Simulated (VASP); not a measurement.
# Na2S (Fm-3m) in VASP: notebook, part 2 of 2

VASP 6.6.1. Earlier steps stand in the parts before.

**3. Single point, PBEsol (25.19 Å³/atom)**

This run uses another cell than the first one, of 25.19 Å³/atom.

File INCAR:

```
PREC     = Accurate       # precision mode
ENCUT    = 500            # plane-wave cutoff, eV
EDIFF    = 1E-6           # SCF threshold, eV
ISMEAR   = 0              # smearing method
SIGMA    = 0.02           # smearing width, eV
LREAL    = F              # projectors in reciprocal space
LASPH    = T              # aspherical terms in the spheres
NELM     = 120            # most SCF steps
ALGO     = Normal         # electronic algorithm
ISIF     = 2              # what is computed and relaxed
LWAVE    = F              # write WAVECAR
LCHARG   = F              # write CHGCAR
GGA      = PS             # functional
NBANDS   = 17             # bands
GGA_COMPAT= F
```

File KPOINTS:

```
regular mesh
0
Gamma
  8 8 8
```

File POSCAR:

```
Na2S
1.0
    0.0000000000      3.3555472236      3.3555472236
    3.3555472236      0.0000000000      3.3555472236
    3.3555472236      3.3555472236      0.0000000000
Na S
2 1
Direct
    0.2500000000      0.2500000000      0.2500000000
    0.7500000000      0.7500000000      0.7500000000
    0.0000000000      0.0000000000      0.0000000000
```

Potentials or basis: VASP PAW PBE potentials, release 64 (Na_pv, S).

Started as:

```bash
$ cat potpaw_PBE.64/Na_pv/POTCAR potpaw_PBE.64/S/POTCAR > POTCAR
$ mpirun -np 1 vasp_std > vasp.out
```

OUTCAR:

```text
PREC = Accurate
   ENCUT = 500
   EDIFF = 1E-6
   ISMEAR = 0
   LREAL = F
   LASPH = T
   NELM = 120
   ISIF = 2
   GGA = PS

 ion  position               nearest neighbor table
   1  0.250  0.250  0.250-
   2  0.750  0.750  0.750-
   3  0.000  0.000  0.000-

  LATTYP: Found a face centered cubic cell.
 ALAT       =     6.7110944472

  Lattice vectors:

 A1 = (   0.0000000000,   3.3555472236,   3.3555472236)
 A2 = (   3.3555472236,   0.0000000000,   3.3555472236)
 A3 = (   3.3555472236,   3.3555472236,   0.0000000000)

Analysis of symmetry for initial positions (statically):
=====================================================================
 Subroutine PRICEL returns:
 Original cell was already a primitive cell.

 Routine SETGRP: Setting up the symmetry group for a
 face centered cubic supercell.

 Subroutine GETGRP returns: Found 48 space group operations
 (whereof 48 operations were pure point group operations)
 out of a pool of 48 trial point group operations.

The static configuration has the point symmetry O_h .

Analysis of symmetry for dynamics (positions and initial velocities):
=====================================================================
 Subroutine PRICEL returns:
 Original cell was already a primitive cell.

 Routine SETGRP: Setting up the symmetry group for a
 face centered cubic supercell.

 Subroutine GETGRP returns: Found 48 space group operations
 (whereof 48 operations were pure point group operations)
 out of a pool of 48 trial point group operations.

The dynamic configuration has the point symmetry O_h .

 Subroutine INISYM returns: Found 48 space group operations
 (whereof 48 operations are pure point group operations),
 and found     1 'primitive' translations

----------------------------------------------------------------------------------------

                                     Primitive cell

  volume of cell :      75.5649

  direct lattice vectors                    reciprocal lattice vectors
     0.000000000  3.355547224  3.355547224    -0.149006993  0.149006993  0.149006993
     3.355547224  0.000000000  3.355547224     0.149006993 -0.149006993  0.149006993
     3.355547224  3.355547224  0.000000000     0.149006993  0.149006993 -0.149006993

  length of vectors
     4.745460393  4.745460393  4.745460393     0.258087682  0.258087682  0.258087682

  position of ions in fractional coordinates (direct lattice)
     0.250000000  0.250000000  0.250000000
     0.750000000  0.750000000  0.750000000
     0.000000000  0.000000000  0.000000000

  ion indices of the primitive-cell ions
   primitive index   ion index
                 1           1
                 2           2
                 3           3

----------------------------------------------------------------------------------------

 KPOINTS: regular mesh

Automatic generation of k-mesh.
 Grid dimensions read from file:
 generate k-points for:    8    8    8

 Generating k-lattice:

  Cartesian coordinates                     Fractional coordinates (reciprocal lattice)
    -0.018625874  0.018625874  0.018625874     0.125000000  0.000000000  0.000000000
     0.018625874 -0.018625874  0.018625874     0.000000000  0.125000000  0.000000000
     0.018625874  0.018625874 -0.018625874     0.000000000  0.000000000  0.125000000

  Length of vectors
     0.032260960  0.032260960  0.032260960

  Shift w.r.t. Gamma in fractional coordinates (k-lattice)
     0.000000000  0.000000000  0.000000000

 Subroutine IBZKPT returns following result:
 ===========================================

 Found     29 irreducible k-points:

 Following reciprocal coordinates:
            Coordinates               Weight
  0.000000  0.000000  0.000000      1.000000
  0.125000  0.000000  0.000000      8.000000
  0.250000  0.000000  0.000000      8.000000
  0.375000  0.000000  0.000000      8.000000
  0.500000  0.000000  0.000000      4.000000
  0.125000  0.125000  0.000000      6.000000
[... 16 lines left out ...]
  0.500000  0.250000  0.125000     48.000000
 -0.375000  0.250000  0.125000     24.000000
 [... further k-points ...]
   k-points           NKPTS =     29   k-points in BZ     NKDIM =     29   number of bands    NBANDS=     17
   number of dos      NEDOS =    301   number of ions     NIONS =      3
   total plane-waves  NPLWV =  46656
   dimension x,y,z NGX =    36 NGY =   36 NGZ =   36
   dimension x,y,z NGXF=    72 NGYF=   72 NGZF=   72
   ions per type =               2   1
   NGX,Y,Z   is equivalent  to a cutoff of  12.61, 12.61, 12.61 a.u.
   NGXF,Y,Z  is equivalent  to a cutoff of  25.22, 25.22, 25.22 a.u.
 SYSTEM =  unknown system
   PREC   = accura    normal or accurate (medium, high low for compatibility)
   ISTART =      0    job   : 0-new  1-cont  2-samecut
   ICHARG =      2    charge: 1-file 2-atom 10-const
   ISPIN  =      1    spin polarized calculation?
   LNONCOLLINEAR =      F non collinear calculations
   LSORBIT =      F    spin-orbit coupling
   LASPH  =      T    aspherical Exc in radial PAW
   ENCUT  =  500.0 eV  36.75 Ry    6.06 a.u.   8.65  8.65  8.65*2*pi/ulx,y,z
   NELM   =    120;   NELMIN=  2; NELMDL= -5     # of ELM steps
   EDIFF  = 0.1E-05   stopping-criterion for ELM
   LREAL  =      F    real-space projection
   EDIFFG = 0.1E-04   stopping-criterion for IOM
   NSW    =      0    number of steps for IOM
   IBRION =     -1    ionic relax: 0-MD 1-quasi-New 2-CG
   NFREE  =      0    steps in history (QN), initial steepest desc. (CG)
   ISIF   =      2    stress and relaxation
   ISYM   =      2    0-nonsym 1-usesym 2-fastsym
   POTIM  = 0.5000    time-step for ionic-motion
   TEBEG  =    0.0;   TEEND  =   0.0 temperature during run
   PSTRESS=    0.0 pullay stress
   NELECT =      20.0000    total number of electrons
   NUPDOWN=      -1.0000    fix difference up-down
   EMIN   =  10.00;   EMAX   =-10.00  energy-range for DOS
   EFERMI =   0.00;   METHOD = LEGACY
   ISMEAR =     0;   SIGMA  =   0.02  broadening in eV -4-tet -1-fermi 0-gaus
   EFERMI_NEDOS =   21; number of points for ismear=-14 and -15
   IALGO  =     38    algorithm
   IMIX   =      4    mixing-type and parameters
     AMIX     =   0.40;   BMIX     =  1.00
     AMIX_MAG =   1.60;   BMIX_MAG =  1.00
  volume/ion in A,a.u.               =      25.19       169.98
  Fermi-wavevector in a.u.,A,eV,Ry     =   1.051102  1.986295 15.031923  1.104815
  Thomas-Fermi vector in A             =   2.186132
   LORBIT       =      0    0 simple, 1 ext, 2 COOP (PROOUT), +10 PAW based schemes
   GGA     = PS    functional components
   LHFCALC =     F    Hartree Fock is set to
   AEXX    =    0.0000 exact exchange contribution
   IVDW    =     0    specifies the selected vdW correction
   LEPSILON=     F    determine dielectric tensor
   LRPA    =     F    only Hartree local field effects (RPA)
 non-spin polarized calculation
 Gauss-broadening in eV      SIGMA  =   0.02
  energy-cutoff  :      500.00
  volume of cell :       75.56
 maximum number of plane-waves:      1936
   NGX = 17   NGY = 17   NGZ = 17

 number of electron      20.0000014 magnetization

 Free energy of the ion-electron system (eV)
  ---------------------------------------------------
  ext. energy  EPLUGINS =         0.00000000
  ---------------------------------------------------
  free energy    TOTEN  =       -10.32474950 eV

  energy without entropy =      -10.32474950  energy(sigma->0) =      -10.32474950

 E-fermi :  -0.0182     XC(G=0):  -7.6648

 val. band max:       -0.1959237939   @ k =   0.0000   0.0000   0.0000
 cond. band min:       1.9375921267   @ k =   0.0000   0.0000   0.0000
 fundamental gap:      2.1335159205
 Fermi energy:        -0.0181814480

 k-point     1 :       0.0000    0.0000    0.0000
  band No.  band energies     occupation
      1     -22.4307      2.00000
      2     -22.4307      2.00000
      3     -22.4307      2.00000
      4     -22.3878      2.00000
      5     -22.3878      2.00000
      6     -22.3878      2.00000
[... 9 lines left out ...]
     16       8.9170      0.00000
     17      10.4781      0.00000
[... 441 lines left out ...]
 k-point    24 :      -0.3750    0.2500    0.1250
  band No.  band energies     occupation
      1     -22.4361      2.00000
      2     -22.4331      2.00000
      3     -22.4109      2.00000
      4     -22.4108      2.00000
      5     -22.3890      2.00000
      6     -22.3883      2.00000
[... 9 lines left out ...]
     16       9.9619      0.00000
     17      11.2991      0.00000

 [... further k-points ...]

------------------------ aborting loop because EDIFF is reached ----------------------------------------

  FORCE on cell =-STRESS in cart. coord.  units (eV):
  Direction    XX          YY          ZZ          XY          YZ          ZX
  --------------------------------------------------------------------------------------
  -------------------------------------------------------------------------------------
  Total       -1.0713795     -1.0713795     -1.0713795      0.0000000     -0.0000000     -0.0000000
  in kB      -22.7161050    -22.7161050    -22.7161050      0.0000000     -0.0000000     -0.0000000
  external PRESSURE =     -22.7161050 kB  Pullay stress =       0.0000000 kB

 VOLUME and BASIS-vectors are now :
 -----------------------------------------------------------------------------
  energy-cutoff  :      500.00
  volume of cell :       75.56
      direct lattice vectors                 reciprocal lattice vectors
     0.000000000  3.355547224  3.355547224    -0.149006993  0.149006993  0.149006993
     3.355547224  0.000000000  3.355547224     0.149006993 -0.149006993  0.149006993
     3.355547224  3.355547224  0.000000000     0.149006993  0.149006993 -0.149006993

 POSITION                                       TOTAL-FORCE (eV/Angst)
 -----------------------------------------------------------------------------------
      1.67777      1.67777      1.67777         0.000000      0.000000      0.000000
      5.03332      5.03332      5.03332        -0.000000     -0.000000     -0.000000
      0.00000      0.00000      0.00000        -0.000000     -0.000000     -0.000000
 -----------------------------------------------------------------------------------
    total drift:                                0.000000      0.000000      0.000000

  FREE ENERGIE OF THE ION-ELECTRON SYSTEM (eV)
  ---------------------------------------------------
  free  energy   TOTEN  =       -10.3247494992 eV

  energy  without entropy=      -10.3247494992  energy(sigma->0) =      -10.32474950
```

Wall time 95 s (1 thread of AMD EPYC 7R13, shared host); peak memory 0.17 GiB.

What came out:

| Property | Result |
| --- | --- |
| Free energy | -10.3247 eV |
| Pressure | -2.3 GPa |
| Band gap on the k mesh | 2.13 eV |

Levels at points of the mesh, in eV from the valence-band top:
| k point | band 6 | band 7 | band 8 | band 9 | band 10 | band 11 | band 12 | band 13 | band 14 | band 15 |
| --- | --- | --- | --- | --- | --- | --- | --- | --- | --- | --- |
| (0.00, 0.00, 0.00) | -22.19 | -10.03 | 0.00 | 0.00 | 0.00 | 2.13 | 7.40 | 7.40 | 7.40 | 9.11 |
| (0.50, 0.00, 0.00) | -22.21 | -9.83 | -1.55 | -0.13 | -0.13 | 4.41 | 6.01 | 6.88 | 6.88 | 10.48 |
| (0.50, 0.50, 0.00) | -22.18 | -9.76 | -1.38 | -0.44 | -0.44 | 3.65 | 5.72 | 7.81 | 9.17 | 9.17 |

Caveat: the PAW data sets were made with another functional, which shifts forces and pressure a little. As with any semilocal functional, this PBEsol gap is likely too small.
